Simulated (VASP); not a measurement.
# SiC (Moissanite 3C) (F-43m) in VASP: further runs

SiC (Moissanite 3C) is run at these levels: PBE; tasks: single point.

All numbers are computed with VASP 6.6.1; they aren't measurements. Logs are shortened: lines on timing, memory, paths and dates and some standing lists are left out, and cuts for length are marked.

### Step 1. The cell of the first run

Symmetry: F-43m, No. 216, cubic system. Conventional cell: a = 4.290 Å, b = 4.290 Å, c = 4.290 Å, α = 90.00°, β = 90.00°, γ = 90.00°. Within 2.5 Å of Si (site symmetry -43m) lie 4 C at 1.86 Å. C (site symmetry -43m) has 4 Si at 1.86 Å within 2.5 Å.

### Step 2. Single point, PBE (volume scaled by 0.94)

INCAR

```
ALGO     = Normal         # electronic algorithm
EDIFF    = 1E-6           # SCF threshold, eV
ENCUT    = 520            # plane-wave cutoff, eV
GGA      = PE             # functional
ISIF     = 2              # what is computed and relaxed
ISMEAR   = 0              # smearing method
LASPH    = T              # aspherical terms in the spheres
LCHARG   = F              # write CHGCAR
LREAL    = F              # projectors in reciprocal space
LWAVE    = F              # write WAVECAR
NBANDS   = 11             # bands
NELM     = 80             # most SCF steps
PREC     = Accurate       # precision mode
SIGMA    = 0.02           # smearing width, eV
```

KPOINTS

```
k-points
0
Gamma
  10 10 10
```

POSCAR

```
SiC
1.0
    0.0000000000      2.1451638705      2.1451638705
    2.1451638705      0.0000000000      2.1451638705
    2.1451638705      2.1451638705      0.0000000000
Si C
1 1
Direct
    0.0000000000      0.0000000000      0.0000000000
    0.2500000000      0.2500000000      0.2500000000
```

Potentials or basis: VASP PAW PBE potentials, release 64 (Si, C).

Started as:

```bash
$ cat potpaw_PBE.64/Si/POTCAR potpaw_PBE.64/C/POTCAR > POTCAR
$ mpirun -np 1 vasp_std > vasp.out
```

OUTCAR:

```text
EDIFF = 1E-6
   ENCUT = 520
   GGA = PE
   ISIF = 2
   ISMEAR = 0
   LASPH = T
   LREAL = F
   NELM = 80
   PREC = Accurate

 ion  position               nearest neighbor table
   1  0.000  0.000  0.000-   2 1.86   2 1.86   2 1.86   2 1.86
   2  0.250  0.250  0.250-   1 1.86   1 1.86   1 1.86   1 1.86

  LATTYP: Found a face centered cubic cell.
 ALAT       =     4.2903277410

  Lattice vectors:

 A1 = (   0.0000000000,   2.1451638705,   2.1451638705)
 A2 = (   2.1451638705,   0.0000000000,   2.1451638705)
 A3 = (   2.1451638705,   2.1451638705,   0.0000000000)

Analysis of symmetry for initial positions (statically):
=====================================================================
 Subroutine PRICEL returns:
 Original cell was already a primitive cell.

 Routine SETGRP: Setting up the symmetry group for a
 face centered cubic supercell.

 Subroutine GETGRP returns: Found 24 space group operations
 (whereof 24 operations were pure point group operations)
 out of a pool of 48 trial point group operations.

The static configuration has the point symmetry T_d .

Analysis of symmetry for dynamics (positions and initial velocities):
=====================================================================
 Subroutine PRICEL returns:
 Original cell was already a primitive cell.

 Routine SETGRP: Setting up the symmetry group for a
 face centered cubic supercell.

 Subroutine GETGRP returns: Found 24 space group operations
 (whereof 24 operations were pure point group operations)
 out of a pool of 48 trial point group operations.

The dynamic configuration has the point symmetry T_d .

 Subroutine INISYM returns: Found 24 space group operations
 (whereof 24 operations are pure point group operations),
 and found     1 'primitive' translations

----------------------------------------------------------------------------------------

                                     Primitive cell

  volume of cell :      19.7429

  direct lattice vectors                    reciprocal lattice vectors
     0.000000000  2.145163870  2.145163870    -0.233082426  0.233082426  0.233082426
     2.145163870  0.000000000  2.145163870     0.233082426 -0.233082426  0.233082426
     2.145163870  2.145163870  0.000000000     0.233082426  0.233082426 -0.233082426

  length of vectors
     3.033719839  3.033719839  3.033719839     0.403710605  0.403710605  0.403710605

  position of ions in fractional coordinates (direct lattice)
     0.000000000  0.000000000  0.000000000
     0.250000000  0.250000000  0.250000000

[... 79 lines left out ...]
   NSW    =      0    number of steps for IOM
   IBRION =     -1    ionic relax: 0-MD 1-quasi-New 2-CG
   NFREE  =      0    steps in history (QN), initial steepest desc. (CG)
   ISIF   =      2    stress and relaxation
   ISYM   =      2    0-nonsym 1-usesym 2-fastsym
   POTIM  = 0.5000    time-step for ionic-motion
   TEBEG  =    0.0;   TEEND  =   0.0 temperature during run
   PSTRESS=    0.0 pullay stress
   NELECT =       8.0000    total number of electrons
   NUPDOWN=      -1.0000    fix difference up-down
   EMIN   =  10.00;   EMAX   =-10.00  energy-range for DOS
   EFERMI =   0.00;   METHOD = LEGACY
   ISMEAR =     0;   SIGMA  =   0.02  broadening in eV -4-tet -1-fermi 0-gaus
   EFERMI_NEDOS =   21; number of points for ismear=-14 and -15
   IALGO  =     38    algorithm
   IMIX   =      4    mixing-type and parameters
     AMIX     =   0.40;   BMIX     =  1.00
     AMIX_MAG =   1.60;   BMIX_MAG =  1.00
  volume/ion in A,a.u.               =       9.87        66.62
  Fermi-wavevector in a.u.,A,eV,Ry     =   1.211438  2.289285 19.967650  1.467581
  Thomas-Fermi vector in A             =   2.346953
   LORBIT       =      0    0 simple, 1 ext, 2 COOP (PROOUT), +10 PAW based schemes
   GGA     = PE    functional components
   LHFCALC =     F    Hartree Fock is set to
   AEXX    =    0.0000 exact exchange contribution
   IVDW    =     0    specifies the selected vdW correction
   LEPSILON=     F    determine dielectric tensor
   LRPA    =     F    only Hartree local field effects (RPA)
 non-spin polarized calculation
 Gauss-broadening in eV      SIGMA  =   0.02
  energy-cutoff  :      520.00
  volume of cell :       19.74
 maximum number of plane-waves:       544
   NGX = 11   NGY = 11   NGZ = 11

 number of electron       7.9999999 magnetization

 Free energy of the ion-electron system (eV)
  ---------------------------------------------------
  ext. energy  EPLUGINS =         0.00000000
  ---------------------------------------------------
  free energy    TOTEN  =       -15.00547301 eV

  energy without entropy =      -15.00547301  energy(sigma->0) =      -15.00547301

 E-fermi :   8.7722     XC(G=0): -11.5625

 val. band max:        8.6423584324   @ k =   0.0000   0.0000   0.0000
 cond. band min:       9.9540129382   @ k =   0.5000   0.5000   0.0000
 fundamental gap:      1.3116545059
 Fermi energy:         8.7722284732

 k-point     1 :       0.0000    0.0000    0.0000
  band No.  band energies     occupation
      1      -7.1343      2.00000
      2       8.6424      2.00000
      3       8.6424      2.00000
      4       8.6424      2.00000
      5      15.4294      0.00000
      6      16.2842      0.00000
      7      16.2842      0.00000
      8      16.2842      0.00000
      9      23.4279      0.00000
     10      23.4279      0.00000
     11      25.8637      0.00000
[... 309 lines left out ...]
 k-point    24 :       0.4000    0.3000    0.0000
  band No.  band energies     occupation
      1      -3.8671      2.00000
      2       3.0083      2.00000
      3       5.3980      2.00000
      4       5.9449      2.00000
      5      11.5463      0.00000
      6      14.4647      0.00000
      7      20.7800      0.00000
      8      21.0265      0.00000
      9      22.9774      0.00000
     10      27.1614      0.00000
     11      30.6263      0.00000

 [... further k-points ...]
[... 5 lines left out ...]
  --------------------------------------------------------------------------------------
  -------------------------------------------------------------------------------------
  Total        1.8194816      1.8194816      1.8194816     -0.0000000     -0.0000000     -0.0000000
  in kB      147.6545457    147.6545457    147.6545457     -0.0000000     -0.0000000     -0.0000000
  external PRESSURE =     147.6545457 kB  Pullay stress =       0.0000000 kB

 VOLUME and BASIS-vectors are now :
 -----------------------------------------------------------------------------
  energy-cutoff  :      520.00
  volume of cell :       19.74
      direct lattice vectors                 reciprocal lattice vectors
     0.000000000  2.145163870  2.145163870    -0.233082426  0.233082426  0.233082426
     2.145163870  0.000000000  2.145163870     0.233082426 -0.233082426  0.233082426
     2.145163870  2.145163870  0.000000000     0.233082426  0.233082426 -0.233082426

 POSITION                                       TOTAL-FORCE (eV/Angst)
 -----------------------------------------------------------------------------------
      0.00000      0.00000      0.00000        -0.000000     -0.000000     -0.000000
      1.07258      1.07258      1.07258         0.000000      0.000000      0.000000
 -----------------------------------------------------------------------------------
    total drift:                                0.000000      0.000000      0.000000

  FREE ENERGIE OF THE ION-ELECTRON SYSTEM (eV)
  ---------------------------------------------------
  free  energy   TOTEN  =       -15.0054730064 eV

  energy  without entropy=      -15.0054730064  energy(sigma->0) =      -15.00547301
```

It took 14 s on 1 thread of AMD EPYC 7R43 (Zen 3), shared host; peak memory 0.1 GiB.

What came out:

| Quantity | Value |
| --- | --- |
| Free energy | -15.0055 eV |
| Pressure | 14.8 GPa |
| Band gap on the k mesh | 1.31 eV, indirect (least direct gap 4.59 eV) |

(Part 1 of 3 ends here.)
